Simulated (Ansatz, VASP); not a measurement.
**GeS3 in VASP and in Ansatz**

```xyz
4
Lattice="-2.8408 2.8408 2.8408 2.8408 -2.8408 2.8408 2.8408 2.8408 -2.8408" Properties=species:S:1:pos:R:3 pbc="T T T"
Ge    0.0000    0.0000    0.0000
S     2.8408    0.0000    0.0000
S     0.0000    2.8408    0.0000
S     0.0000    0.0000    2.8408
```

Change from the starting cell: species swapped into the Sb3Au type (Im-3m, No. 229).

Alike in both runs: task single point; functional PBE; k mesh 4 × 4 × 4; occupations gaussian, width 0.1 eV; no spin polarisation.

|  | VASP | Ansatz |
| --- | --- | --- |
| version | VASP 6.6.1 | Ansatz 0.2.0 |
| potentials or method | VASP PAW PBE potentials, release 64 (Ge_d, S), cutoff 520 eV | scalar-relativistic, plane waves, PAW |
| valence electrons in the cell | 32 | 32 |

Ansatz gave:

- gap on the k mesh at the Fermi level (eV): none
- pressure (GPa): -8.2

What did VASP give for the same quantities?

gap on the k mesh at the Fermi level (eV): none; pressure (GPa): -8.3.

A gap of «none» marks a metal or a gap that the smearing closes. With one functional, cell and mesh, what is left measures potentials, basis and numerics.

The k mesh is coarse, so the values compare programs but aren't converged.
